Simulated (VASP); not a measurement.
# H (Fm-3m) in VASP: further runs

The runs below take H through single point, relaxation of cell and atoms, with r2SCAN.

Everything below comes from runs of VASP 6.6.1. Logs are shortened: lines on timing, memory, paths and dates and some standing lists are left out, and cuts for length are marked.

**1. The cell of the first run**

The structure is cubic, space group Fm-3m (No. 225). The conventional cell has a = 2.270 Å, b = 2.270 Å, c = 2.270 Å, α = 90.00°, β = 90.00°, γ = 90.00°. H (site symmetry m-3m) has 12 H at 1.61 Å within 2.1 Å.

**2. Single point, r2SCAN**

File POSCAR:

```
H
1.0
    0.0000000000      1.1351345980      1.1351345980
    1.1351345980      0.0000000000      1.1351345980
    1.1351345980      1.1351345980      0.0000000000
H
1
Direct
    0.0000000000      0.0000000000      0.0000000000
```

File INCAR.step1:

```
PREC = Accurate
ENCUT = 520
ISMEAR = 0
SIGMA = 0.1
LREAL = F
LASPH = T
NELM = 100
NBANDS = 6
GGA = PE
ALGO = Normal
EDIFF = 1E-4
LWAVE = T
LCHARG = F
```

File INCAR.step2:

```
PREC = Accurate
ENCUT = 520
EDIFF = 1E-7
ISMEAR = 0
SIGMA = 0.1
LREAL = F
LASPH = T
NELM = 100
ALGO = Normal
ISIF = 2
LWAVE = F
LCHARG = T
METAGGA = R2SCAN
LMIXTAU = T
LELF = T
LVHAR = T
NBANDS = 6
ISTART = 1
```

File KPOINTS:

```
regular mesh
0
Gamma
  42 42 42
```

Potentials or basis: VASP PAW PBE potentials, release 64 (H).

The run is started by

```bash
$ cat potpaw_PBE.64/H/POTCAR > POTCAR
$ cp INCAR.step1 INCAR
$ mpirun -np 1 vasp_std > vasp.out
$ cp INCAR.step2 INCAR
$ mpirun -np 1 vasp_std > vasp.out
```

OUTCAR:

```text
PREC = Accurate
   ENCUT = 520
   EDIFF = 1E-7
   ISMEAR = 0
   LREAL = F
   LASPH = T
   NELM = 100
   ISIF = 2
   METAGGA = R2SCAN
   ISTART = 1

 ion  position               nearest neighbor table
   1  0.000  0.000  0.000-

  LATTYP: Found a face centered cubic cell.
 ALAT       =     2.2702691960

  Lattice vectors:

 A1 = (   0.0000000000,   1.1351345980,   1.1351345980)
 A2 = (   1.1351345980,   0.0000000000,   1.1351345980)
 A3 = (   1.1351345980,   1.1351345980,   0.0000000000)

Analysis of symmetry for initial positions (statically):
=====================================================================
 Subroutine PRICEL returns:
 Original cell was already a primitive cell.

 Routine SETGRP: Setting up the symmetry group for a
 face centered cubic supercell.

 Subroutine GETGRP returns: Found 48 space group operations
 (whereof 48 operations were pure point group operations)
 out of a pool of 48 trial point group operations.

The static configuration has the point symmetry O_h .

Analysis of symmetry for dynamics (positions and initial velocities):
=====================================================================
 Subroutine PRICEL returns:
 Original cell was already a primitive cell.

 Routine SETGRP: Setting up the symmetry group for a
 face centered cubic supercell.

 Subroutine GETGRP returns: Found 48 space group operations
 (whereof 48 operations were pure point group operations)
 out of a pool of 48 trial point group operations.

The dynamic configuration has the point symmetry O_h .

 Subroutine INISYM returns: Found 48 space group operations
 (whereof 48 operations are pure point group operations),
 and found     1 'primitive' translations

----------------------------------------------------------------------------------------

                                     Primitive cell

  volume of cell :       2.9253

  direct lattice vectors                    reciprocal lattice vectors
     0.000000000  1.135134598  1.135134598    -0.440476399  0.440476399  0.440476399
     1.135134598  0.000000000  1.135134598     0.440476399 -0.440476399  0.440476399
     1.135134598  1.135134598  0.000000000     0.440476399  0.440476399 -0.440476399

  length of vectors
     1.605322744  1.605322744  1.605322744     0.762927502  0.762927502  0.762927502

  position of ions in fractional coordinates (direct lattice)
     0.000000000  0.000000000  0.000000000

  ion indices of the primitive-cell ions
   primitive index   ion index
                 1           1

----------------------------------------------------------------------------------------

 KPOINTS: regular mesh

Automatic generation of k-mesh.
 Grid dimensions read from file:
 generate k-points for:   42   42   42

 Generating k-lattice:

  Cartesian coordinates                     Fractional coordinates (reciprocal lattice)
    -0.010487533  0.010487533  0.010487533     0.023809524  0.000000000  0.000000000
     0.010487533 -0.010487533  0.010487533     0.000000000  0.023809524  0.000000000
     0.010487533  0.010487533 -0.010487533     0.000000000  0.000000000  0.023809524

  Length of vectors
     0.018164941  0.018164941  0.018164941

  Shift w.r.t. Gamma in fractional coordinates (k-lattice)
     0.000000000  0.000000000  0.000000000

 Subroutine IBZKPT returns following result:
 ===========================================

 Found   1903 irreducible k-points:

 Following reciprocal coordinates:
            Coordinates               Weight
  0.000000  0.000000  0.000000      1.000000
  0.023810  0.000000  0.000000      8.000000
  0.047619  0.000000  0.000000      8.000000
  0.071429  0.000000  0.000000      8.000000
  0.095238  0.000000  0.000000      8.000000
  0.119048  0.000000  0.000000      8.000000
[... 16 lines left out ...]
  0.023810  0.023810  0.000000      6.000000
  0.047619  0.023810  0.000000     24.000000
 [... further k-points ...]
   k-points           NKPTS =   1903   k-points in BZ     NKDIM =   1903   number of bands    NBANDS=      6
   number of dos      NEDOS =    301   number of ions     NIONS =      1
   total plane-waves  NPLWV =   1728
   dimension x,y,z NGX =    12 NGY =   12 NGZ =   12
   dimension x,y,z NGXF=    24 NGYF=   24 NGZF=   24
   ions per type =               1
   NGX,Y,Z   is equivalent  to a cutoff of  12.43, 12.43, 12.43 a.u.
   NGXF,Y,Z  is equivalent  to a cutoff of  24.85, 24.85, 24.85 a.u.
 SYSTEM =  unknown system
   PREC   = accura    normal or accurate (medium, high low for compatibility)
   ISTART =      1    job   : 0-new  1-cont  2-samecut
   ICHARG =      0    charge: 1-file 2-atom 10-const
   ISPIN  =      1    spin polarized calculation?
   LNONCOLLINEAR =      F non collinear calculations
   LSORBIT =      F    spin-orbit coupling
   LASPH  =      T    aspherical Exc in radial PAW
   ENCUT  =  520.0 eV  38.22 Ry    6.18 a.u.   2.98  2.98  2.98*2*pi/ulx,y,z
   NELM   =    100;   NELMIN=  2; NELMDL=  0     # of ELM steps
   EDIFF  = 0.1E-06   stopping-criterion for ELM
   LREAL  =      F    real-space projection
   EDIFFG = 0.1E-05   stopping-criterion for IOM
   NSW    =      0    number of steps for IOM
   IBRION =     -1    ionic relax: 0-MD 1-quasi-New 2-CG
   NFREE  =      0    steps in history (QN), initial steepest desc. (CG)
   ISIF   =      2    stress and relaxation
   ISYM   =      2    0-nonsym 1-usesym 2-fastsym
   POTIM  = 0.5000    time-step for ionic-motion
   TEBEG  =    0.0;   TEEND  =   0.0 temperature during run
   PSTRESS=    0.0 pullay stress
   NELECT =       1.0000    total number of electrons
   NUPDOWN=      -1.0000    fix difference up-down
   EMIN   =  10.00;   EMAX   =-10.00  energy-range for DOS
   EFERMI =   0.00;   METHOD = LEGACY
   ISMEAR =     0;   SIGMA  =   0.10  broadening in eV -4-tet -1-fermi 0-gaus
   EFERMI_NEDOS =   21; number of points for ismear=-14 and -15
   IALGO  =     38    algorithm
   IMIX   =      4    mixing-type and parameters
     AMIX     =   0.40;   BMIX     =  1.00
     AMIX_MAG =   1.60;   BMIX_MAG =  1.00
  volume/ion in A,a.u.               =       2.93        19.74
  Fermi-wavevector in a.u.,A,eV,Ry     =   1.144680  2.163132 17.827613  1.310293
  Thomas-Fermi vector in A             =   2.281371
   LORBIT       =      0    0 simple, 1 ext, 2 COOP (PROOUT), +10 PAW based schemes
   METAGGA = R2SCAN    functional components
   LHFCALC =     F    Hartree Fock is set to
   AEXX    =    0.0000 exact exchange contribution
   IVDW    =     0    specifies the selected vdW correction
   LEPSILON=     F    determine dielectric tensor
   LRPA    =     F    only Hartree local field effects (RPA)
 non-spin polarized calculation
 Gauss-broadening in eV      SIGMA  =   0.10
  energy-cutoff  :      520.00
  volume of cell :        2.93
 maximum number of plane-waves:        86
   NGX =  5   NGY =  5   NGZ =  5

 number of electron       1.0000000 magnetization

 Free energy of the ion-electron system (eV)
  ---------------------------------------------------
  ext. energy  EPLUGINS =         0.00000000
  ---------------------------------------------------
  free energy    TOTEN  =        -2.09248170 eV

  energy without entropy =       -2.09194094  energy(sigma->0) =       -2.09221132

 E-fermi :   3.0216     XC(G=0): -12.2085

 val. band max:        3.0039783602   @ k =   0.4524   0.3810   0.0714
 cond. band min:       3.0264374859   @ k =  -0.4762   0.3333   0.1667
 fundamental gap:      0.0224591257
 Fermi energy:         3.0216070295

 k-point     1 :       0.0000    0.0000    0.0000
  band No.  band energies     occupation
      1     -14.6817      2.00000
      2      62.7896      0.00000
      3      79.0069      0.00000
      4      79.0069      0.00000
      5      79.0069      0.00000
      6      82.6065      0.00000

 k-point     2 :       0.0238    0.0000    0.0000
  band No.  band energies     occupation
      1     -14.6304      2.00000
      2      62.4434      0.00000
      3      77.4455      0.00000
      4      78.5310      0.00000
      5      78.5310      0.00000
      6      82.3108      0.00000

 k-point     3 :       0.0476    0.0000    0.0000
  band No.  band energies     occupation
      1     -14.4766      2.00000
      2      61.4015      0.00000
      3      74.7730      0.00000
      4      77.5560      0.00000
      5      77.5560      0.00000
      6      82.7435      0.00000

 k-point     4 :       0.0714    0.0000    0.0000
  band No.  band energies     occupation
      1     -14.2204      2.00000
      2      59.6774      0.00000
      3      72.3238      0.00000
      4      76.4909      0.00000
      5      76.4909      0.00000
      6      83.6177      0.00000

 k-point     5 :       0.0952    0.0000    0.0000
  band No.  band energies     occupation
      1     -13.8621      2.00000
      2      57.3463      0.00000
      3      70.3227      0.00000
      4      75.4585      0.00000
      5      75.4585      0.00000
      6      84.7650      0.00000
[... 136 lines left out ...]
 k-point    21 :       0.4762    0.0000    0.0000
  band No.  band energies     occupation
      1       3.7407      0.00000
      2      13.5354      0.00000
      3      61.3959      0.00000
      4      70.8715      0.00000
      5      70.8715      0.00000
      6      75.5986      0.00000

 k-point    22 :       0.5000    0.0000    0.0000
  band No.  band energies     occupation
      1       4.2017      0.00000
      2      12.9732      0.00000
      3      61.3808      0.00000
      4      70.9379      0.00000
      5      70.9379      0.00000
      6      75.4273      0.00000

 k-point    23 :       0.0238    0.0238    0.0000
  band No.  band energies     occupation
      1     -14.6133      2.00000
      2      62.3441      0.00000
      3      77.4267      0.00000
      4      77.4267      0.00000
      5      79.5611      0.00000
      6      80.4252      0.00000

 k-point    24 :       0.0476    0.0238    0.0000
  band No.  band energies     occupation
      1     -14.4937      2.00000
      2      61.5781      0.00000
      3      75.2514      0.00000
      4      76.2286      0.00000
      5      79.5670      0.00000
      6      80.3219      0.00000

 [... further k-points ...]
[... 5 lines left out ...]
  --------------------------------------------------------------------------------------
  -------------------------------------------------------------------------------------
  Total       -0.0085569     -0.0085569     -0.0085569     -0.0000000     -0.0000000      0.0000000
  in kB       -4.6865427     -4.6865427     -4.6865427     -0.0000000     -0.0000000      0.0000000
  external PRESSURE =      -4.6865427 kB  Pullay stress =       0.0000000 kB

 VOLUME and BASIS-vectors are now :
 -----------------------------------------------------------------------------
  energy-cutoff  :      520.00
  volume of cell :        2.93
      direct lattice vectors                 reciprocal lattice vectors
     0.000000000  1.135134598  1.135134598    -0.440476399  0.440476399  0.440476399
     1.135134598  0.000000000  1.135134598     0.440476399 -0.440476399  0.440476399
     1.135134598  1.135134598  0.000000000     0.440476399  0.440476399 -0.440476399

 POSITION                                       TOTAL-FORCE (eV/Angst)
 -----------------------------------------------------------------------------------
      0.00000      0.00000      0.00000         0.000000      0.000000      0.000000
 -----------------------------------------------------------------------------------
    total drift:                               -0.000000     -0.000000     -0.000000

  FREE ENERGIE OF THE ION-ELECTRON SYSTEM (eV)
  ---------------------------------------------------
  free  energy   TOTEN  =        -2.0924816990 eV

  energy  without entropy=       -2.0919409394  energy(sigma->0) =       -2.09221132
```

Wall time 48 s (1 thread of AMD EPYC 9R45 (Zen 5), shared host); peak memory 0.1 GiB.

Results:

- Free energy: -2.0925 eV
- Pressure: -0.5 GPa

Levels at points of the mesh, in eV from the Fermi level:
| k point | band 1 | band 2 |
| --- | --- | --- |
| (0.00, 0.00, 0.00) | -17.70 | 59.77 |
| (0.50, 0.00, 0.00) | 1.18 | 9.95 |
| (0.50, 0.50, 0.00) | 8.14 | 16.91 |

Caveat: the PAW data sets were made with another functional, which shifts forces and pressure a little.

**3. Relaxation of cell and atoms, r2SCAN**

This run uses another cell than the first one, of 2.91 Å³/atom, 0.996 times its volume.

File POSCAR:

```
H
1.0
    0.0000000000      1.1335614022      1.1335614022
    1.1335614022      0.0000000000      1.1335614022
    1.1335614022      1.1335614022      0.0000000000
H
1
Direct
    0.0000000000      0.0000000000      0.0000000000
```

File INCAR.step1:

```
PREC     = Accurate       # precision mode
ENCUT    = 600            # plane-wave cutoff, eV
ISMEAR   = 0              # smearing method
SIGMA    = 0.1            # smearing width, eV
LREAL    = F              # projectors in reciprocal space
LASPH    = T              # aspherical terms in the spheres
NELM     = 100            # most SCF steps
GGA      = PE             # functional
ALGO     = Normal         # electronic algorithm
EDIFF    = 1E-4           # SCF threshold, eV
LWAVE    = T              # write WAVECAR
LCHARG   = F              # write CHGCAR
```

File INCAR.step2:

```
PREC     = Accurate       # precision mode
ENCUT    = 600            # plane-wave cutoff, eV
EDIFF    = 1E-6           # SCF threshold, eV
ISMEAR   = 0              # smearing method
SIGMA    = 0.1            # smearing width, eV
LREAL    = F              # projectors in reciprocal space
LASPH    = T              # aspherical terms in the spheres
NELM     = 100            # most SCF steps
ALGO     = Normal         # electronic algorithm
ISIF     = 3              # what is computed and relaxed
LWAVE    = F              # write WAVECAR
LCHARG   = F              # write CHGCAR
METAGGA  = R2SCAN         # meta-GGA
LMIXTAU  = T            
IBRION   = 2              # ionic algorithm
NSW      = 100            # ionic steps
EDIFFG   = -0.01          # ionic threshold
ISTART   = 1
```

KPOINTS is that of step 2.

Potentials or basis: VASP PAW PBE potentials, release 64 (H).

The run is started by

```bash
$ cat potpaw_PBE.64/H/POTCAR > POTCAR
$ cp INCAR.step1 INCAR
$ mpirun -np 1 vasp_std > vasp.out
$ cp INCAR.step2 INCAR
$ mpirun -np 1 vasp_std > vasp.out
```

It took 37 s on 1 thread of AMD EPYC 9R45 (Zen 5), shared host; peak memory 0.1 GiB.

The run converged. Its results:

```
Free energy             : -2.0923 eV
Pressure after relaxing : 0.3 GPa
```

Final structure:
```
H
1.0
     0.00000    1.13356    1.13356
     1.13356    0.00000    1.13356
     1.13356    1.13356    0.00000
H
1
Cartesian
  0.0000 0.0000 0.0000
```

Levels at points of the mesh, in eV from the Fermi level:
| k point | band 1 | band 2 |
| --- | --- | --- |
| (0.00, 0.00, 0.00) | -17.76 | 59.93 |
| (0.50, 0.00, 0.00) | 1.19 | 9.97 |
| (0.50, 0.50, 0.00) | 8.17 | 16.95 |

Caveat: the relaxation stopped at its first step, so nothing moved; the PAW data sets were made with another functional, which shifts forces and pressure a little.
